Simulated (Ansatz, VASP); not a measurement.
HfC: VASP beside Ansatz

```
Hf C
1.0
     3.32603    0.00000    0.00000
    -1.66302    2.88043    0.00000
     0.00000    0.00000    5.24077
Hf C
2 2
Direct
  0.66667 0.33333 0.75000
  0.33333 0.66667 0.25000
  0.00000 0.00000 0.00000
  0.00000 0.00000 0.50000
```

Alike in both runs: functional PBE; k mesh 18 × 18 × 10; occupations gaussian, width 0.1 eV; no spin polarisation.

Ansatz relaxed the structure, and its values are those at the end. VASP's run is a single point on that final structure, the one shown.

|  | VASP | Ansatz |
| --- | --- | --- |
| version | VASP 6.6.1 | Ansatz 0.2.0 |
| potentials or method | VASP PAW PBE potentials, release 64 (Hf_pv, C), cutoff 520 eV | scalar-relativistic, plane waves, PAW |
| valence electrons in the cell | 28 | 60 |

Ansatz gave:

* gap on the k mesh at the Fermi level (eV): none
* pressure (GPa): 0.0

Task: What did VASP give for the same quantities?

Result: gap on the k mesh at the Fermi level (eV): none; pressure (GPa): -0.7.

A gap of «none» marks a metal or a gap that the smearing closes. VASP's potentials hold 28 valence electrons a cell and Ansatz's 60, so a difference there can come from the potentials and not from the codes.

Neither program's run includes spin-orbit coupling.
